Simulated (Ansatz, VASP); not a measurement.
## TiB2 in VASP and in Ansatz

The input INCAR:

```
PREC = Accurate
ENCUT = 520
EDIFF = 1E-6
ISMEAR = -1
SIGMA = 0.08
LREAL = F
LASPH = T
NELM = 60
ALGO = Normal
ISIF = 2
LWAVE = F
LCHARG = T
GGA = PE
LELF = T
LVHAR = T
NBANDS = 16
```

File KPOINTS:

```
Automatic mesh
0
Gamma
  15 15 13
```

The input POSCAR:

```
TiB2
1.0
    3.0291982016      0.0000000000      0.0000000000
   -1.5145991008      2.6233625957      0.0000000000
    0.0000000000      0.0000000000      3.1315480000
Ti B
1 2
Direct
    0.0000000000      0.0000000000      0.0000000000
    0.3333333333      0.6666666667      0.5000000000
    0.6666666667      0.3333333333      0.5000000000
```

Input for Ansatz:

```yaml
crystal:
  lattice:
    - [3.0291982016, 0.0, 0.0]
    - [-1.5145991008, 2.6233625957, 0.0]
    - [0.0, 0.0, 3.131548]
  atoms:
    - { symbol: Ti, position: [0.0, 0.0, 0.0] }
    - { symbol: B, position: [0.3333333333, 0.6666666667, 0.5] }
    - { symbol: B, position: [0.6666666667, 0.3333333333, 0.5] }
kpoints:
  mp_grid: { grid: [15, 15, 13] }
  band_path:
    path:
      - [0.0, 0.0, 0.0]
      - [0.5, 0.0, 0.0]
      - [0.3333333333, 0.3333333333, 0.0]
      - [0.0, 0.0, 0.0]
      - [0.0, 0.0, 0.5]
      - [0.5, 0.0, 0.5]
      - [0.3333333333, 0.3333333333, 0.5]
      - [0.0, 0.0, 0.5]
      - [0.5, 0.0, 0.5]
    npoints: 5
scf:
  occupations: { method: fermi_dirac, width: 0.08 }
hamiltonian:
  xc: pbe
  pseudopotentials: { kind: all_electron, lapw: { basis_error: 0.001 } }
output:
  forces: true
  stress: true
  eigenvalues: true
```

Change from the starting cell: zz strain of -3 %.

Alike in both runs: task single point; functional PBE; k mesh 15 × 15 × 13; occupations fermi-dirac, width 0.08 eV; no spin polarisation.

```csv
,VASP,Ansatz
version,VASP 6.6.1,Ansatz 0.2.0
potentials or method,"VASP PAW PBE potentials, release 64 (Ti_sv, B), cutoff 520 eV","all-electron LAPW, scalar-relativistic"
```

```csv
,VASP,Ansatz,Ansatz less VASP
pressure (GPa),7.7,7.5,-0.26
"traceless stress, the component that is largest in VASP (GPa)",6.77,6.81,+0.034
```

Ansatz ran all-electron here, and VASP with PAW potentials.
